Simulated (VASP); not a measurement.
Write the native input for VASP 6.6.1 that does the following.

* Task: relaxation of cell and atoms
* Functional: PBE
* Potentials or basis: VASP PAW PBE potentials, release 64 (Hf_pv, N)
* Cutoff: 600 eV
* k mesh: 16 × 16 × 16
* Occupations: fermi-dirac, width 0.08 eV
* Spin: no spin polarisation
* Dipole correction: no
* Further INCAR settings: ALGO = Normal; EDIFF = 1e-06; IBRION = 2; EDIFFG = -0.005; NSW = 60; ISIF = 3

The structure of HfN (rocksalt type) lies in POSCAR:

```
HfN
1.0
    0.0000000000      2.1544346900      2.1544346900
    2.1544346900      0.0000000000      2.1544346900
    2.1544346900      2.1544346900      0.0000000000
Hf N
1 1
Direct
    0.0000000000      0.0000000000      0.0000000000
    0.5000000000      0.5000000000      0.5000000000
```

The input as run:

INCAR

```
SYSTEM = HfN
PREC = Accurate
ENCUT = 600
EDIFF = 1E-6
ISMEAR = -1
SIGMA = 0.08
LREAL = .False.
LASPH = .True.
NELM = 60
ALGO = Normal
ISIF = 3
LWAVE = .False.
LCHARG = .False.
GGA = PE
IBRION = 2
NSW = 60
EDIFFG = -0.005
```

KPOINTS

```
Automatic mesh
0
Gamma
  16 16 16
  0 0 0
```

Potentials or basis: VASP PAW PBE potentials, release 64 (Hf_pv, N).

The run is started by

```console
$ cat potpaw_PBE.64/Hf_pv/POTCAR potpaw_PBE.64/N/POTCAR > POTCAR
$ mpirun -np 1 vasp_std > vasp.out
```

It gave:

```yaml
Relaxed_volume: 11.65 Å³/atom
Relaxed_cell: a = 3.206 Å, b = 3.206 Å, c = 3.206 Å, α = 60.00°, β = 60.00°, γ = 60.00°
Space_group_after_relaxing_to_0.1_Å: Fm-3m (No. 225)
Pressure_after_relaxing: 0.0 GPa
Band_gap_on_the_k_mesh: zero (an odd number of electrons rules out a gap without spin polarisation)
```

Caveat: the volume moved by over 15 % at a fixed basis, so the end points are rough; spin-orbit coupling is left out, which moves the levels of the heavy elements.

It took 2.5 min on 1 thread of Intel Xeon 8259CL (shared host), peak memory 0.18 GiB.
